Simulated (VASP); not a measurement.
## Al2Cu (pbe): relaxation of cell and atoms with PBE

The system is Al2Cu (pbe).

```xyz
3
Lattice="4.1052 0.0000 0.0000 0.0000 4.1052 0.0000 0.0000 0.0000 2.8913" Properties=species:S:1:pos:R:3 pbc="T T T"
Al    2.0526    0.0000    1.4457
Al    0.0000    2.0526    1.4457
Cu    0.0000    0.0000    0.0000
```

* Program: VASP 6.6.1
* Task: relaxation of cell and atoms
* Functional: PBE
* Potentials or basis: VASP PAW PBE potentials, release 64 (Al, Cu)
* Cutoff: 600 eV
* k mesh: 10 × 10 × 14
* Occupations: gaussian, width 0.1 eV
* Spin: no spin polarisation
* Dipole correction: no
* Further INCAR settings: ALGO = Fast; EDIFF = 1e-07; IBRION = 2; EDIFFG = -0.002; NSW = 100; ISIF = 3

```yaml
Relaxed_volume: 16.37 Å³/atom
Relaxed_cell: a = 4.124 Å, b = 4.124 Å, c = 2.887 Å, α = 90.00°, β = 90.00°, γ = 90.00°
Space_group_after_relaxing_to_0.05_Å: P4/mmm (No. 123)
Energy_gained_by_relaxing: 0.4 meV/atom
Ionic_steps: 8
Pressure_after_relaxing: 0.0 GPa
```

The path:
| step | energy change (eV) | largest force (eV/Å) | pressure (GPa) | volume (Å³) |
| --- | --- | --- | --- | --- |
| 1 | 0.0000 | 0.0000 | 0.88 | 48.73 |
| 2 | -0.0006 | 0.0000 | -0.51 | 49.36 |
| 3 | -0.0009 | 0.0000 | -0.08 | 49.10 |
| 4 | -0.0009 | 0.0000 | 0.06 | 49.08 |
| 5 | -0.0010 | 0.0000 | 0.02 | 49.08 |
| 6 | -0.0011 | 0.0000 | 0.09 | 49.08 |
| 7 | -0.0011 | 0.0000 | -0.11 | 49.16 |
| 8 | -0.0011 | 0.0000 | 0.00 | 49.10 |

Final structure:
```
Al Cu
1.0
     4.12393    0.00000    0.00000
     0.00000    4.12393    0.00000
     0.00000    0.00000    2.88728
Al Cu
2 1
Direct
  0.50000 0.00000 0.50000
  0.00000 0.50000 0.50000
  0.00000 0.00000 0.00000
```

Levels at points of the mesh, in eV from the Fermi level:
```
           k point  band 6  band 7  band 8  band 9  band 10  band 11  band 12
(0.00, 0.00, 0.00)   -3.97   -2.35   -2.35   -0.15     0.92     6.08     6.09
(0.50, 0.00, 0.00)   -4.00   -3.97   -1.05    1.54     1.73     1.86     7.46
(0.50, 0.50, 0.00)   -4.14   -4.00   -4.00   -2.38     8.52     8.52     9.41
(0.00, 0.00, 0.50)   -4.00   -2.94    2.46    2.53     2.53     2.80     2.80
(0.50, 0.00, 0.50)   -4.05   -2.99   -2.41   -1.67     3.66     4.02     4.34
(0.50, 0.50, 0.50)   -3.40   -2.22   -2.22   -0.84    -0.79    -0.08    -0.08
```

Run time: 7.5 min on 1 thread of Intel(R) Xeon(R) Platinum 8488C (Sapphire Rapids) (shared host), peak memory 0.28 GiB.

Caveat: the bands computed are all filled at some k points, so no gap is given.
